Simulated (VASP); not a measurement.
A run of VASP 6.6.1 is set up as follows.

Contents of INCAR:

```
SYSTEM = GdH3O3
  ALGO = Normal
  EDIFF = 1E-6
  ENCUT = 520
  GGA = PE
  GGA_COMPAT = .FALSE.
  ISIF = 2
  ISMEAR = 0
  LASPH = .TRUE.
  LCHARG = .FALSE.
  LDAU = .TRUE.
  LDAUJ = 0 0 0
  LDAUL = 3 -1 -1
  LDAUPRINT = 1
  LDAUTYPE = 2
  LDAUU = 5 0 0
  LMAXMIX = 6
  LNONCOLLINEAR = .TRUE.
  LORBIT = 11
  LORBMOM = .TRUE.
  LREAL = .FALSE.
  LSORBIT = .TRUE.
  LWAVE = .FALSE.
  MAGMOM = 0 0 7 0 0 0 0 0 0 0 0 0 0 0 0 0 0 0 0 0 0
  NBANDS = 56
  NELM = 150
  PREC = Accurate
  SIGMA = 0.01
```

Contents of KPOINTS:

```
k-points
0
G
  1 1 1
  0 0 0
```

POSCAR

```
GdH3O3
1.0
   13.5400000000      0.0000000000      0.0000000000
    0.0000000000     14.2400000000      0.0000000000
    0.0000000000      0.0000000000      9.1400000000
Gd O H
1 3 3
Direct
    0.4440007400      0.4998918500      0.4923413600
    0.5968663200      0.4998918500      0.5007505500
    0.3675679500      0.6257689600      0.5007505500
    0.3675679500      0.3740140400      0.5007505500
    0.6673042800      0.4998918500      0.5076488000
    0.3323486000      0.6837724700      0.5076488000
    0.3323486000      0.3160112400      0.5076488000
```

Potentials or basis: VASP PAW PBE potentials, release 64 (Gd, O, H).

Command:

```bash
$ cat potpaw_PBE.64/Gd/POTCAR potpaw_PBE.64/O/POTCAR potpaw_PBE.64/H/POTCAR > POTCAR
$ mpirun -np 1 vasp_ncl > vasp.out
```

**Question.** What does it give for the largest force?

**Answer.** 0.480 eV/Å.

**Question.** Predict the net moment.

**Answer.** 6.96 μB per cell.

Moments on the atoms (μB; x, y, z):
```
Gd   0.00  0.00  6.79
O    0.00  0.00 -0.01
O    0.00  0.00 -0.01
O    0.00  0.00 -0.01
H    0.00  0.00  0.00
H    0.00  0.00  0.00
H    0.00  0.00  0.00
```

The state reached can hang on the start; a lower one may exist.
